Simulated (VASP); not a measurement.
Crystal: MgS.

```
Mg S
1.0
     0.00000    2.61486    2.61486
     2.61486    0.00000    2.61486
     2.61486    2.61486    0.00000
Mg S
1 1
Direct
  0.00000 0.00000 0.00000
  0.50000 0.50000 0.50000
```

- Program: VASP 6.6.1
- Task: relaxation of cell and atoms
- Functional: LDA
- Potentials or basis: VASP PAW LDA potentials, release 64 (Mg, S)
- Cutoff: 600 eV
- k mesh: 8 × 8 × 8
- Occupations: fermi-dirac, width 0.02 eV
- Spin: no spin polarisation

At the start: pressure -4.8 GPa; volume 17.88 Å³/atom.

Problem. Where does the relaxation end?

Solution. Over 3 steps the energy falls by 17.9 meV/atom and the volume is 16.75 Å³/atom (-6.3 %); space group Fm-3m (No. 225, to 0.1 Å) before and after.

Step by step:
```
step  energy change (eV)  largest force (eV/Å)  pressure (GPa)  volume (Å³)
   1              0.0000                0.0000           -4.83        35.76
   2             -0.0340                0.0000            1.25        33.04
   3             -0.0358                0.0000            0.01        33.51
```

Final structure:
```cif
data_structure
_symmetry_space_group_name_H-M 'P 1'
_symmetry_Int_Tables_number 1
_cell_length_a 3.6188
_cell_length_b 3.6188
_cell_length_c 3.6188
_cell_angle_alpha 60.000
_cell_angle_beta 60.000
_cell_angle_gamma 60.000
_cell_volume 33.51
loop_
_atom_site_label
_atom_site_type_symbol
_atom_site_fract_x
_atom_site_fract_y
_atom_site_fract_z
_atom_site_occupancy
Mg1 Mg 0.00000 0.00000 0.00000 1
S1 S 0.50000 0.50000 0.50000 1
```
